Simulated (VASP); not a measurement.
# AlGa5N6 (P4/mmm) in VASP: notebook

The runs below take AlGa5N6 through single point, with PBE.

Program: VASP 6.6.1. These are calculated values, not measurements. Logs are shortened: lines on timing, memory, paths and dates and some standing lists are left out, and cuts for length are marked.

**1. The cell of the first run**

It takes space group P4/mmm (No. 123, tetragonal). The conventional cell has a = 3.422 Å, b = 3.422 Å, c = 14.520 Å, α = 90.00°, β = 90.00°, γ = 90.00°. Al (site symmetry 4/mmm) has 6 N at 2.42 Å within 3.2 Å. Ga (site symmetry 4mm) has 6 N at 2.42 Å within 3.2 Å. Ga (site symmetry 4/mmm) has 6 N at 2.42 Å within 3.2 Å. Ga (site symmetry 4mm) has 6 N at 2.42 Å within 3.2 Å. Within 3.2 Å of N (site symmetry 4/mmm) lie 6 Ga at 2.42 Å. N (site symmetry 4mm) has 6 Ga at 2.42 Å within 3.2 Å. Within 3.2 Å of N (site symmetry 4mm) lie 5 Ga at 2.42 Å and 1 Al at 2.42 Å. N (site symmetry 4/mmm) has 4 Al at 2.42 Å and 2 Ga at 2.42 Å within 3.2 Å.

**2. Single point, PBE**

File INCAR:

```
SYSTEM = AlGa5N6
PREC     = Accurate       ! precision mode
ENCUT    = 520            ! plane-wave cutoff, eV
EDIFF    = 1E-7           ! SCF threshold, eV
ISMEAR   = 0              ! smearing method
SIGMA    = 0.1            ! smearing width, eV
LREAL    = .FALSE.        ! projectors in reciprocal space
LASPH    = .TRUE.         ! aspherical terms in the spheres
NELM     = 60             ! most SCF steps
ALGO     = Normal         ! electronic algorithm
ISIF     = 2              ! what is computed and relaxed
LWAVE    = .FALSE.        ! write WAVECAR
LCHARG   = .FALSE.        ! write CHGCAR
GGA      = PE             ! functional
NBANDS   = 61             ! bands
```

File KPOINTS:

```
Automatic mesh
0
G
  6 6 2
  0 0 0
```

File POSCAR:

```
AlGa5N6
1.0
    3.4224354200      0.0000000000      0.0000000000
    0.0000000000      3.4224354200      0.0000000000
    0.0000000000      0.0000000000     14.5201637400
Al Ga N
1 5 6
Direct
    0.0000000000      0.0000000000      0.0000000000
    0.0000000000      0.0000000000      0.6666666700
    0.5000000000      0.5000000000      0.5000000000
    0.0000000000      0.0000000000      0.3333333300
    0.5000000000      0.5000000000      0.1666666700
    0.5000000000      0.5000000000      0.8333333300
    0.0000000000      0.0000000000      0.5000000000
    0.5000000000      0.5000000000      0.3333333300
    0.0000000000      0.0000000000      0.1666666700
    0.5000000000      0.5000000000      0.0000000000
    0.0000000000      0.0000000000      0.8333333300
    0.5000000000      0.5000000000      0.6666666700
```

Potentials or basis: VASP PAW PBE potentials, release 64 (Al, Ga_d, N).

Run with:

```
$ cat potpaw_PBE.64/Al/POTCAR potpaw_PBE.64/Ga_d/POTCAR potpaw_PBE.64/N/POTCAR > POTCAR
$ mpirun -np 1 vasp_std > vasp.out
```

OUTCAR:

```text
SYSTEM = AlGa5N6
   PREC = Accurate
   ENCUT = 520
   EDIFF = 1E-7
   ISMEAR = 0
   LREAL = .FALSE.
   LASPH = .TRUE.
   NELM = 60
   ISIF = 2
   GGA = PE

 ion  position               nearest neighbor table
   1  0.000  0.000  0.000-  10 2.42  10 2.42  10 2.42  10 2.42  11 2.42   9 2.42
   2  0.000  0.000  0.667-
   3  0.500  0.500  0.500-
   4  0.000  0.000  0.333-
   5  0.500  0.500  0.167-
   6  0.500  0.500  0.833-
   7  0.000  0.000  0.500-
   8  0.500  0.500  0.333-
   9  0.000  0.000  0.167-   1 2.42
  10  0.500  0.500  0.000-   1 2.42   1 2.42   1 2.42   1 2.42
  11  0.000  0.000  0.833-   1 2.42
  12  0.500  0.500  0.667-

  LATTYP: Found a simple tetragonal cell.
 ALAT       =     3.4224354200
 C/A-ratio  =     4.2426406807

  Lattice vectors:

 A1 = (   3.4224354200,   0.0000000000,   0.0000000000)
 A2 = (   0.0000000000,   3.4224354200,   0.0000000000)
 A3 = (   0.0000000000,   0.0000000000,  14.5201637400)

Analysis of symmetry for initial positions (statically):
=====================================================================
 Subroutine PRICEL returns:
 Original cell was already a primitive cell.

 Routine SETGRP: Setting up the symmetry group for a
 simple tetragonal supercell.

 Subroutine GETGRP returns: Found 16 space group operations
 (whereof 16 operations were pure point group operations)
 out of a pool of 16 trial point group operations.

The static configuration has the point symmetry D_4h.

Analysis of symmetry for dynamics (positions and initial velocities):
=====================================================================
 Subroutine PRICEL returns:
 Original cell was already a primitive cell.

 Routine SETGRP: Setting up the symmetry group for a
 simple tetragonal supercell.

 Subroutine GETGRP returns: Found 16 space group operations
 (whereof 16 operations were pure point group operations)
 out of a pool of 16 trial point group operations.

The dynamic configuration has the point symmetry D_4h.

 Subroutine INISYM returns: Found 16 space group operations
 (whereof 16 operations are pure point group operations),
 and found     1 'primitive' translations

----------------------------------------------------------------------------------------

                                     Primitive cell

  volume of cell :     170.0756

  direct lattice vectors                    reciprocal lattice vectors
     3.422435420  0.000000000  0.000000000     0.292189589  0.000000000  0.000000000
     0.000000000  3.422435420  0.000000000     0.000000000  0.292189589  0.000000000
     0.000000000  0.000000000 14.520163740     0.000000000  0.000000000  0.068869747

  length of vectors
     3.422435420  3.422435420 14.520163740     0.292189589  0.292189589  0.068869747

  position of ions in fractional coordinates (direct lattice)
     0.000000000  0.000000000  0.000000000
     0.000000000  0.000000000  0.666666670
     0.500000000  0.500000000  0.500000000
     0.000000000  0.000000000  0.333333330
     0.500000000  0.500000000  0.166666670
     0.500000000  0.500000000  0.833333330
     0.000000000  0.000000000  0.500000000
     0.500000000  0.500000000  0.333333330
     0.000000000  0.000000000  0.166666670
     0.500000000  0.500000000  0.000000000
     0.000000000  0.000000000  0.833333330
     0.500000000  0.500000000  0.666666670

  ion indices of the primitive-cell ions
   primitive index   ion index
                 1           1
                 2           2
                 3           3
                 4           4
                 5           5
                 6           6
                 7           7
                 8           8
                 9           9
                10          10
                11          11
                12          12

----------------------------------------------------------------------------------------

 KPOINTS: Automatic mesh

Automatic generation of k-mesh.
 Grid dimensions read from file:
 generate k-points for:    6    6    2

 Generating k-lattice:

  Cartesian coordinates                     Fractional coordinates (reciprocal lattice)
     0.048698265  0.000000000  0.000000000     0.166666667  0.000000000  0.000000000
     0.000000000  0.048698265  0.000000000     0.000000000  0.166666667  0.000000000
     0.000000000  0.000000000  0.034434873     0.000000000  0.000000000  0.500000000

  Length of vectors
     0.048698265  0.048698265  0.034434873

  Shift w.r.t. Gamma in fractional coordinates (k-lattice)
     0.000000000  0.000000000  0.000000000

 Subroutine IBZKPT returns following result:
 ===========================================

 Found     20 irreducible k-points:

 Following reciprocal coordinates:
            Coordinates               Weight
  0.000000  0.000000  0.000000      1.000000
  0.166667  0.000000  0.000000      4.000000
  0.333333  0.000000  0.000000      4.000000
  0.500000  0.000000  0.000000      2.000000
[... 40 lines left out ...]
   IALGO  =     38    algorithm
   IMIX   =      4    mixing-type and parameters
     AMIX     =   0.40;   BMIX     =  1.00
     AMIX_MAG =   1.60;   BMIX_MAG =  1.00
  volume/ion in A,a.u.               =      14.17        95.64
  Fermi-wavevector in a.u.,A,eV,Ry     =   1.362290  2.574354 25.250148  1.855834
  Thomas-Fermi vector in A             =   2.488792
   LORBIT       =      0    0 simple, 1 ext, 2 COOP (PROOUT), +10 PAW based schemes
   GGA     = PE    functional components
   LHFCALC =     F    Hartree Fock is set to
   AEXX    =    0.0000 exact exchange contribution
   IVDW    =     0    specifies the selected vdW correction
   LEPSILON=     F    determine dielectric tensor
   LRPA    =     F    only Hartree local field effects (RPA)
 non-spin polarized calculation
 Gauss-broadening in eV      SIGMA  =   0.10
  energy-cutoff  :      520.00
  volume of cell :      170.08
 maximum number of plane-waves:      4624
 NGX is ok and might be reduce to    28
   NGX = 13   NGY = 13   NGZ = 53

 number of electron      97.9999963 magnetization

 Free energy of the ion-electron system (eV)
  ---------------------------------------------------
  ext. energy  EPLUGINS =         0.00000000
  ---------------------------------------------------
  free energy    TOTEN  =       -61.92773609 eV

  energy without entropy =      -61.91019832  energy(sigma->0) =      -61.91896720

 E-fermi :   3.7433     XC(G=0): -10.7683

 val. band max:        3.7166814050   @ k =   0.3333   0.0000   0.5000
 cond. band min:       3.7446153786   @ k =   0.3333   0.0000   0.0000
 fundamental gap:      0.0279339736
 Fermi energy:         3.7433281763

 k-point     1 :       0.0000    0.0000    0.0000
  band No.  band energies     occupation
      1     -10.8284      2.00000
      2     -10.7376      2.00000
      3     -10.6260      2.00000
      4     -10.5053      2.00000
      5     -10.4861      2.00000
      6     -10.4770      2.00000
[... 53 lines left out ...]
     60      11.1798      0.00000
     61      11.5484      0.00000

 k-point     2 :       0.1667    0.0000    0.0000
  band No.  band energies     occupation
      1     -10.7777      2.00000
      2     -10.6852      2.00000
      3     -10.5833      2.00000
      4     -10.4722      2.00000
      5     -10.4695      2.00000
      6     -10.4637      2.00000
[... 53 lines left out ...]
     60      10.7988      0.00000
     61      11.4246      0.00000

 k-point     3 :       0.3333    0.0000    0.0000
  band No.  band energies     occupation
      1     -10.6607      2.00000
      2     -10.5739      2.00000
      3     -10.5188      2.00000
      4     -10.4622      2.00000
      5     -10.4545      2.00000
      6     -10.4528      2.00000
[... 1077 lines left out ...]
     60      10.8966      0.00000
     61      10.9277      0.00000

 k-point    20 :       0.5000    0.5000    0.5000
  band No.  band energies     occupation
      1     -10.8371      2.00000
      2     -10.8324      2.00000
      3     -10.7870      2.00000
      4     -10.7744      2.00000
      5     -10.7426      2.00000
      6     -10.4796      2.00000
[... 53 lines left out ...]
     60      11.2863      0.00000
     61      11.2879      0.00000

------------------------ aborting loop because EDIFF is reached ----------------------------------------

  FORCE on cell =-STRESS in cart. coord.  units (eV):
  Direction    XX          YY          ZZ          XY          YZ          ZX
  --------------------------------------------------------------------------------------
  -------------------------------------------------------------------------------------
  Total      -34.8320459    -34.8320459    -34.7398765      0.0000000      0.0000000     -0.0000000
  in kB     -328.1312012   -328.1312012   -327.2629306      0.0000000      0.0000000     -0.0000000
  external PRESSURE =    -327.8417777 kB  Pullay stress =       0.0000000 kB

 VOLUME and BASIS-vectors are now :
 -----------------------------------------------------------------------------
  energy-cutoff  :      520.00
  volume of cell :      170.08
      direct lattice vectors                 reciprocal lattice vectors
     3.422435420  0.000000000  0.000000000     0.292189589  0.000000000  0.000000000
     0.000000000  3.422435420  0.000000000     0.000000000  0.292189589  0.000000000
     0.000000000  0.000000000 14.520163740     0.000000000  0.000000000  0.068869747

 POSITION                                       TOTAL-FORCE (eV/Angst)
 -----------------------------------------------------------------------------------
      0.00000      0.00000      0.00000        -0.000000     -0.000000      0.000000
      0.00000      0.00000      9.68011         0.000000     -0.000000      0.030604
      1.71122      1.71122      7.26008        -0.000000     -0.000000      0.000000
      0.00000      0.00000      4.84005        -0.000000     -0.000000     -0.030604
      1.71122      1.71122      2.42003        -0.000000      0.000000      0.014651
      1.71122      1.71122     12.10014        -0.000000     -0.000000     -0.014651
      0.00000      0.00000      7.26008        -0.000000     -0.000000      0.000000
      1.71122      1.71122      4.84005         0.000000      0.000000      0.022266
      0.00000      0.00000      2.42003        -0.000000     -0.000000     -0.415331
      1.71122      1.71122      0.00000        -0.000000     -0.000000      0.000000
      0.00000      0.00000     12.10014        -0.000000     -0.000000      0.415331
      1.71122      1.71122      9.68011        -0.000000      0.000000     -0.022266
 -----------------------------------------------------------------------------------
    total drift:                                0.000000      0.000000      0.000000

  FREE ENERGIE OF THE ION-ELECTRON SYSTEM (eV)
  ---------------------------------------------------
  free  energy   TOTEN  =       -61.9277360936 eV

  energy  without entropy=      -61.9101983152  energy(sigma->0) =      -61.91896720
```

It took 5 min on 1 thread of Intel Xeon Platinum 8259CL at 2.50GHz (Skylake/Cascade Lake), shared host; peak memory 0.36 GiB.

What came out:

```yaml
Free_energy: -61.9277 eV
Pressure: -32.8 GPa
Largest_force: 0.415 eV/Å
Band_gap_on_the_k_mesh: zero (bands 49 and 50 overlap by 1.47 eV)
```

Forces on the atoms (eV/Å):
```
Al   0.000  0.000  0.000
Ga   0.000  0.000  0.031
Ga   0.000  0.000  0.000
Ga   0.000  0.000 -0.031
Ga   0.000  0.000  0.015
Ga   0.000  0.000 -0.015
N    0.000  0.000  0.000
N    0.000  0.000  0.022
N    0.000  0.000 -0.415
N    0.000  0.000  0.000
N    0.000  0.000  0.415
N    0.000  0.000 -0.022
```

Caveat: the cell stands under tension.

**3. Single point, PBE**

This run uses another cell than the first one, of 9.51 Å³/atom.

File INCAR:

```
ALGO = Normal
EDIFF = 1E-7
ENCUT = 520
GGA = PE
ISIF = 2
ISMEAR = 0
LASPH = True
LCHARG = False
LREAL = False
LWAVE = False
NBANDS = 61
NELM = 80
PREC = Accurate
SIGMA = 0.1
```

File KPOINTS:

```
k-points
0
Gamma
  6 6 2
```

File POSCAR:

```
AlGa5N6
1.0
    2.9956283264      0.0000000000      0.0000000000
    0.0000000000      2.9956283264      0.0000000000
    0.0000000000      0.0000000000     12.7189507256
Al Ga N
1 5 6
Direct
    0.0000000000      0.0000000000      0.0000000000
    0.0000000000      0.0000000000      0.6692380603
    0.5000000000      0.5000000000      0.5000000000
    0.0000000000      0.0000000000      0.3307619397
    0.5000000000      0.5000000000      0.1634969704
    0.5000000000      0.5000000000      0.8365030296
    0.0000000000      0.0000000000      0.5000000000
    0.5000000000      0.5000000000      0.3312255990
    0.0000000000      0.0000000000      0.1613891148
    0.5000000000      0.5000000000      0.0000000000
    0.0000000000      0.0000000000      0.8386108852
    0.5000000000      0.5000000000      0.6687744010
```

Potentials or basis: VASP PAW PBE potentials, release 64 (Al, Ga_d, N).

Run with:

```
$ cat potpaw_PBE.64/Al/POTCAR potpaw_PBE.64/Ga_d/POTCAR potpaw_PBE.64/N/POTCAR > POTCAR
$ mpirun -np 1 vasp_std > vasp.out
```

It took 2.5 min on 1 thread of Intel Xeon Platinum 8259CL at 2.50GHz (Skylake/Cascade Lake), shared host; peak memory 0.27 GiB.

The run converged. Its results:

```
Free energy            : -70.3574 eV
Pressure               : 0.6 GPa
Largest force          : 0.021 eV/Å
Band gap on the k mesh : 0.50 eV (least direct gap 1.16 eV)
```

Forces on the atoms (eV/Å):
```
Al   0.000  0.000  0.000
Ga   0.000  0.000 -0.002
Ga   0.000  0.000  0.000
Ga   0.000  0.000  0.002
Ga   0.000  0.000 -0.010
Ga   0.000  0.000  0.010
N    0.000  0.000  0.000
N    0.000  0.000  0.000
N    0.000  0.000 -0.021
N    0.000  0.000  0.000
N    0.000  0.000  0.021
N    0.000  0.000  0.000
```

Levels at points of the mesh, in eV from the valence-band top:
```tsv
k point	band 47	band 48	band 49	band 50	band 51	band 52
(0.00, 0.00, 0.00)	-0.50	-0.45	-0.45	0.71	2.17	2.49
(0.50, 0.00, 0.00)	-0.30	-0.29	-0.25	5.11	5.15	5.33
(0.50, 0.50, 0.00)	-2.96	-2.96	-2.94	0.50	0.98	3.43
(0.00, 0.00, 0.50)	-0.81	-0.53	-0.53	0.97	1.57	2.98
(0.50, 0.00, 0.50)	-0.29	-0.23	-0.20	4.65	4.66	6.16
(0.50, 0.50, 0.50)	-3.33	-3.18	-3.18	1.39	1.49	1.67
```

A k mesh can miss the band edges.

**4. Single point, PBE**

This run uses another cell than the first one, of 9.52 Å³/atom.

File INCAR:

```
SYSTEM = AlGa5N6
PREC = Accurate ; ENCUT = 520
EDIFF = 1E-7 ; ISMEAR = 0
SIGMA = 0.02 ; LREAL = .False.
LASPH = .True. ; NELM = 60
ALGO = Normal ; ISIF = 2
LWAVE = .False. ; LCHARG = .True.
GGA = PE ; LELF = .True.
LVHAR = .True. ; NBANDS = 61
```

File KPOINTS:

```
Automatic mesh
0
Gamma
  12 12 4
  0 0 0
```

File POSCAR:

```
AlGa5N6
1.0
    2.9954464703      0.0000000000      0.0000000000
    0.0000000000      2.9954464703      0.0000000000
    0.0000000000      0.0000000000     12.7253237887
Al Ga N
1 5 6
Direct
    0.0000000000      0.0000000000      0.0000000000
    0.0000000000      0.0000000000      0.6692386092
    0.5000000000      0.5000000000      0.5000000000
    0.0000000000      0.0000000000      0.3307613908
    0.5000000000      0.5000000000      0.1634230899
    0.5000000000      0.5000000000      0.8365769101
    0.0000000000      0.0000000000      0.5000000000
    0.5000000000      0.5000000000      0.3312040663
    0.0000000000      0.0000000000      0.1613541682
    0.5000000000      0.5000000000      0.0000000000
    0.0000000000      0.0000000000      0.8386458318
    0.5000000000      0.5000000000      0.6687959337
```

Run with:

```
$ cat potpaw_PBE.64/Al/POTCAR potpaw_PBE.64/Ga_d/POTCAR potpaw_PBE.64/N/POTCAR > POTCAR
$ mpirun -np 1 vasp_std > vasp.out
```

Run time: 7 min. Hardware: 1 thread of Intel Xeon Platinum 8488C (Sapphire Rapids), shared host; peak memory 0.52 GiB.

It converged, with:

```yaml
Free_energy: -70.3819 eV
Pressure: 0.6 GPa
Largest_force: 0.024 eV/Å
Band_gap_on_the_k_mesh: 0.50 eV (least direct gap 1.17 eV)
```

Forces on the atoms (eV/Å):
```
Al   0.000  0.000  0.000
Ga   0.000  0.000  0.001
Ga   0.000  0.000  0.000
Ga   0.000  0.000 -0.001
Ga   0.000  0.000 -0.001
Ga   0.000  0.000  0.001
N    0.000  0.000  0.000
N    0.000  0.000  0.001
N    0.000  0.000 -0.024
N    0.000  0.000  0.000
N    0.000  0.000  0.024
N    0.000  0.000 -0.001
```

Levels at points of the mesh, in eV from the valence-band top:
| k point | band 47 | band 48 | band 49 | band 50 | band 51 | band 52 |
| --- | --- | --- | --- | --- | --- | --- |
| (0.00, 0.00, 0.00) | -0.49 | -0.45 | -0.45 | 0.72 | 2.17 | 2.49 |
| (0.50, 0.00, 0.00) | -0.30 | -0.29 | -0.25 | 5.11 | 5.15 | 5.34 |
| (0.50, 0.50, 0.00) | -2.96 | -2.96 | -2.94 | 0.50 | 0.98 | 3.43 |
| (0.00, 0.00, 0.50) | -0.81 | -0.53 | -0.53 | 0.97 | 1.57 | 2.97 |
| (0.50, 0.00, 0.50) | -0.29 | -0.23 | -0.20 | 4.65 | 4.66 | 6.16 |
| (0.50, 0.50, 0.50) | -3.32 | -3.18 | -3.18 | 1.39 | 1.49 | 1.67 |

A k mesh can miss the band edges.

**5. Summary**

| cell | k mesh | smearing | gap on the mesh (eV) | pressure (GPa) | largest force (eV/Å) |
| --- | --- | --- | --- | --- | --- |
| a = 3.422, b = 3.422, c = 14.520 Å, 12 atoms, atomic positions A | 6 × 6 × 2 | gaussian 0.1 eV | none | -32.8 | 0.42 |
| a = 2.996, b = 2.996, c = 12.719 Å, 12 atoms, atomic positions B | 6 × 6 × 2 | gaussian 0.1 eV | 0.50 | 0.6 | 0.02 |
| a = 2.995, b = 2.995, c = 12.725 Å, 12 atoms, atomic positions B | 12 × 12 × 4 | gaussian 0.02 eV | 0.50 | 0.6 | 0.02 |

Alike in all rows: task single point; level PBE; potentials or basis VASP PAW PBE potentials, release 64 (Al, Ga_d, N); no spin polarisation; cutoff (eV) 520.

Caveats: the cell stands under tension (at least some runs).

Absolute energies hang on the potentials; compare differences alone.
